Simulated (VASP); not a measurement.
Input of a VASP 6.6.1 run:

POSCAR

```
KCl
1.0
    0.0000000000      3.2077452785      3.1309017200
    3.2077452785      0.0000000000      3.1309017200
    3.2077452785      3.2077452785      0.0000000000
K Cl
1 1
Direct
    0.0000000000      0.0000000000      0.0000000000
    0.5000000000      0.5000000000      0.5000000000
```

The input INCAR.step1:

```
PREC = Accurate ; ENCUT = 520
ISMEAR = 0 ; SIGMA = 0.01
LREAL = F ; LASPH = T
NELM = 60 ; NBANDS = 15
GGA = PE ; ALGO = Normal
EDIFF = 1E-4 ; LWAVE = T
LCHARG = F
```

The input INCAR.step2:

```
PREC = Accurate ; ENCUT = 520
EDIFF = 1E-7 ; ISMEAR = 0
SIGMA = 0.01 ; LREAL = F
LASPH = T ; NELM = 60
ALGO = Normal ; ISIF = 2
LWAVE = F ; LCHARG = F
METAGGA = R2SCAN ; LMIXTAU = T
NBANDS = 15 ; ISTART = 1
```

The input KPOINTS:

```
regular mesh
0
Gamma
  8 8 8
```

Potentials or basis: VASP PAW PBE potentials, release 64 (K_sv, Cl).

Command:

```sh
$ cat potpaw_PBE.64/K_sv/POTCAR potpaw_PBE.64/Cl/POTCAR > POTCAR
$ cp INCAR.step1 INCAR
$ mpirun -np 1 vasp_std > vasp.out
$ cp INCAR.step2 INCAR
$ mpirun -np 1 vasp_std > vasp.out
```

Predict the band gap on the k mesh.

5.70 eV.

What does it give for the pressure?

-0.6 GPa.

Stress tensor (GPa, compression positive):
```
-0.88  0.00  0.00
 0.00 -0.88  0.00
 0.00  0.00 -0.01
```

Caveat: the cell differs from its parent crystal (epitaxial xy strain +2.0%); the PAW data sets were made with another functional, which shifts forces and pressure a little. A k mesh can miss the band edges.
